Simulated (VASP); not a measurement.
The system is Se.

```xyz
4
Lattice="4.8682 0.0000 0.0000 0.0000 7.9093 0.0000 0.0000 0.0000 2.7402" Properties=species:S:1:pos:R:3 pbc="T T T"
Se    3.2815    3.1720    0.7230
Se    4.0207    7.1267    2.0172
Se    1.5866    4.7373    0.7230
Se    0.8475    0.7827    2.0172
```

```yaml
Program: VASP 6.6.1
Task: relaxation of cell and atoms
Functional: PBEsol
Potentials_or_basis: VASP PAW PBE potentials, release 64 (Se)
Cutoff: 600 eV
k_mesh: 4 × 2 × 6
Occupations: gaussian, width 0.1 eV
Spin: no spin polarisation
```

At the start: pressure -0.8 GPa; volume 26.38 Å³/atom.

**Question.** Where does the relaxation end?

**Answer.** Over 13 steps the energy falls by 46.9 meV/atom and the volume is 23.51 Å³/atom (-10.9 %); space group P2_12_12 (No. 18, to 0.1 Å) before and after.

Step by step:
```
step  energy change (eV)  largest force (eV/Å)  pressure (GPa)  volume (Å³)
   1              0.0000                0.5991           -0.85       105.51
   2              0.0294                1.6941            1.93       103.23
   3             -0.0848                0.3531            0.01       104.45
   4             -0.1069                0.1997           -1.04       104.32
   5             -0.1129                0.0853           -1.75       104.21
   6             -0.1262                0.0929           -1.64       103.05
   7             -0.1592                0.1287           -1.19        99.63
   8             -0.1701                0.2123            0.52        92.94
   9             -0.1779                0.1883           -0.37        95.88
  10             -0.1783                0.1940           -0.21        95.29
  11             -0.1868                0.0724           -0.19        94.18
  12             -0.1870                0.0455           -0.20        94.32
  13             -0.1875                0.0247            0.04        94.04
```

Final structure:
```
Se
1.0
     4.46545    0.00000    0.00000
     0.00000    7.49540    0.00000
     0.00000    0.00000    2.80963
Se
4
Direct
  0.68643 0.39523 0.26438
  0.81357 0.89523 0.73562
  0.31357 0.60477 0.26438
  0.18643 0.10477 0.73562
```

Caveat: the k points lie up to 0.42 Å⁻¹ apart in the final cell, too coarse for converged energies and pressures of a metal; the PAW data sets were made with another functional, which shifts forces and pressure a little.
